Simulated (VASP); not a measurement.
BN, 4 atoms in the cell. The structure is hexagonal, space group P6_3mc (No. 186). Conventional cell: a = 2.554 Å, b = 2.554 Å, c = 4.058 Å, α = 90.00°, β = 90.00°, γ = 120.00°. Within 2.0 Å of B (site symmetry 3m) lie 4 N at 1.52 to 1.56 Å. Within 2.0 Å of N (site symmetry 3m) lie 4 B at 1.52 to 1.56 Å. 

| Item | Value |
| --- | --- |
| Program | VASP 6.6.1 |
| Task | single point |
| Functional | RPBE |
| Potentials or basis | VASP PAW PBE potentials, release 64 (B, N) |
| Cutoff | 520 eV |
| k mesh | 12 × 12 × 6 |
| Occupations | gaussian, width 0.05 eV |
| Spin | no spin polarisation |
| Dipole correction | no |
| Further INCAR settings | ALGO = Normal; EDIFF = 1e-07; NBANDS = 16 |

Potentials or basis: VASP PAW PBE potentials, release 64 (B, N).

Run with:

```bash
$ cat potpaw_PBE.64/B/POTCAR potpaw_PBE.64/N/POTCAR > POTCAR
$ mpirun -np 1 vasp_std > vasp.out
```

Hardware: 1 thread of AMD EPYC 7R43 64-Core Processor (Zen 3), with other jobs on the host.

Task: Estimate the wall time of this run.

Result: It took 32 s on 1 thread of AMD EPYC 7R43 64-Core Processor (Zen 3) (shared host), peak memory 0.11 GiB. Counts: scf iterations 14, k points 76.
